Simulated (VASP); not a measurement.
Runs of VASP 6.6.1 on Gd. The structure is that of space group Im-3m (No. 229), or close to it. The cells are those of the table. 

| task | cell | k mesh for the DOS | occupations for the DOS | gap on the mesh (eV) | pressure (GPa) | moment (μB) |
| --- | --- | --- | --- | --- | --- | --- |
| electric field gradients | a = 3.478 Å, angles 109.5°, 1 atom | - | - | none | 1.0 | 7.61 |
| density of states | a = 3.507 Å, angles 109.5°, 1 atom | 21 × 21 × 21 | tetrahedron | - | - | 7.62 |
| electric field gradients | a = 3.536 Å, angles 109.5°, 1 atom | - | - | none | (a) | 7.63 |
| electric field gradients | a = 3.507 Å, angles 109.5°, 1 atom | - | - | none | (b) | 7.62 |
| electric field gradients | a = 3.565 Å, angles 109.5°, 1 atom | - | - | none | -1.3 | 7.63 |

Alike in all rows: level PBE; potentials or basis VASP PAW PBE potentials, release 64 (Gd); spin collinear, ferromagnetic start; k mesh 14 × 14 × 14; cutoff (eV) 520; smearing fermi-dirac 0.08 eV.

Q: Fill in the values left out.

A: (a) -0.6; (b) 0.1.

Caveats: spin-orbit coupling is left out, which moves the levels of the heavy elements; tetrahedron occupations give inexact forces and stress in metals (some runs).

A k mesh can miss the band edges, and the runs leave out spin-orbit coupling on Gd.

A gap of «none» marks levels without a gap at the run's occupations.
